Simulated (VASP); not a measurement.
Write the native input for VASP 6.6.1 that does the following.

| Property | Result |
| --- | --- |
| Task | single point |
| Functional | PBE |
| Potentials or basis | VASP PAW PBE potentials, release 64 (Li_sv, F) |
| Cutoff | 520 eV |
| k mesh | 6 × 6 × 6 |
| Occupations | gaussian, width 0.01 eV |
| Spin | no spin polarisation |
| Dipole correction | no |
| Further INCAR settings | ALGO = Normal; EDIFF = 1e-07; NBANDS = 12 |

The structure of LiF lies in POSCAR:

```
LiF
1.0
    0.0000000000      1.9350255854      1.9350255854
    1.9350255854      0.0000000000      1.9350255854
    1.9350255854      1.9350255854      0.0000000000
Li F
1 1
Direct
    0.0000000000      0.0000000000      0.0000000000
    0.5000000000      0.5000000000      0.5000000000
```

This cell differs from its parent crystal: strain -3.0%.

One way to write it, as run:

INCAR

```
SYSTEM = LiF
  ALGO = Normal
  EDIFF = 1E-7
  ENCUT = 520
  GGA = PE
  ISIF = 2
  ISMEAR = 0
  LASPH = .True.
  LCHARG = .True.
  LELF = .True.
  LREAL = .False.
  LVHAR = .True.
  LWAVE = .False.
  NBANDS = 12
  NELM = 80
  PREC = Accurate
  SIGMA = 0.01
```

KPOINTS

```
k-points
0
Gamma
  6 6 6
  0 0 0
```

Potentials or basis: VASP PAW PBE potentials, release 64 (Li_sv, F).

Run with:

```bash
$ cat potpaw_PBE.64/Li_sv/POTCAR potpaw_PBE.64/F/POTCAR > POTCAR
$ mpirun -np 1 vasp_std > vasp.out
```

Results of the run:

```json
{
  "Band gap on the k mesh": "10.24 eV"
}
```

Caveat: the k points lie up to 0.47 Å⁻¹ apart; the cell differs from its parent crystal (strain -3.0%).

Wall time 2.4 s on 1 thread of AMD EPYC 9R45 96-Core Processor (Zen 5) (shared host), peak memory 0.09 GiB.
